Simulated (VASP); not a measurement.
Write the native input for VASP 6.6.1 that does the following.

- Task: single point
- Functional: r2SCAN
- Potentials or basis: VASP PAW PBE potentials, release 64 (Ti_sv, H)
- Cutoff: 520 eV
- k mesh: 12 × 12 × 8
- Occupations: gaussian, width 0.1 eV
- Spin: no spin polarisation
- Dipole correction: no
- Further INCAR settings: ALGO = Normal; EDIFF = 1e-06; NBANDS = 23

Crystal: TiH2.

```
Ti H
1.0
     2.92205    0.00000    0.00000
     0.00000    2.92205    0.00000
     0.00000    0.00000    4.86592
Ti H
2 4
Direct
  0.50000 0.00000 0.26398
  0.00000 0.50000 0.73602
  0.50000 0.50000 0.00000
  0.00000 0.00000 0.00000
  0.00000 0.50000 0.34591
  0.50000 0.00000 0.65409
```

These files were run (other wordings do the same):

POSCAR

```
TiH2
1.0
    2.9220461462      0.0000000000      0.0000000000
    0.0000000000      2.9220461462      0.0000000000
    0.0000000000      0.0000000000      4.8659188714
Ti H
2 4
Direct
    0.5000000000      0.0000000000      0.2639818726
    0.0000000000      0.5000000000      0.7360181274
    0.5000000000      0.5000000000      0.0000000000
    0.0000000000      0.0000000000      0.0000000000
    0.0000000000      0.5000000000      0.3459076839
    0.5000000000      0.0000000000      0.6540923161
```

INCAR.step1

```
SYSTEM = TiH2
PREC = Accurate
ENCUT = 520
ISMEAR = 0
SIGMA = 0.1
LREAL = .FALSE.
LASPH = .TRUE.
NELM = 80
NBANDS = 23
GGA = PE
ALGO = Normal
EDIFF = 1E-4
LWAVE = .TRUE.
LCHARG = .FALSE.
```

INCAR.step2

```
SYSTEM = TiH2
PREC = Accurate
ENCUT = 520
EDIFF = 1E-6
ISMEAR = 0
SIGMA = 0.1
LREAL = .FALSE.
LASPH = .TRUE.
NELM = 80
ALGO = Normal
ISIF = 2
LWAVE = .FALSE.
LCHARG = .TRUE.
METAGGA = R2SCAN
LMIXTAU = .TRUE.
LELF = .TRUE.
LVHAR = .TRUE.
NBANDS = 23
ISTART = 1
```

KPOINTS

```
regular mesh
0
G
  12 12 8
  0 0 0
```

Potentials or basis: VASP PAW PBE potentials, release 64 (Ti_sv, H).

Command:

```console
$ cat potpaw_PBE.64/Ti_sv/POTCAR potpaw_PBE.64/H/POTCAR > POTCAR
$ cp INCAR.step1 INCAR
$ mpirun -np 1 vasp_std > vasp.out
$ cp INCAR.step2 INCAR
$ mpirun -np 1 vasp_std > vasp.out
```

It gave:

* Pressure: -1.3 GPa
* Largest force: 0.050 eV/Å
* Band gap on the k mesh: zero (bands 14 and 15 overlap by 0.81 eV)

Caveat: the PAW data sets were made with another functional, which shifts forces and pressure a little.

Wall time 7 min on 1 thread of AMD EPYC 9R14 (Zen 4), on a shared host, peak memory 0.21 GiB.
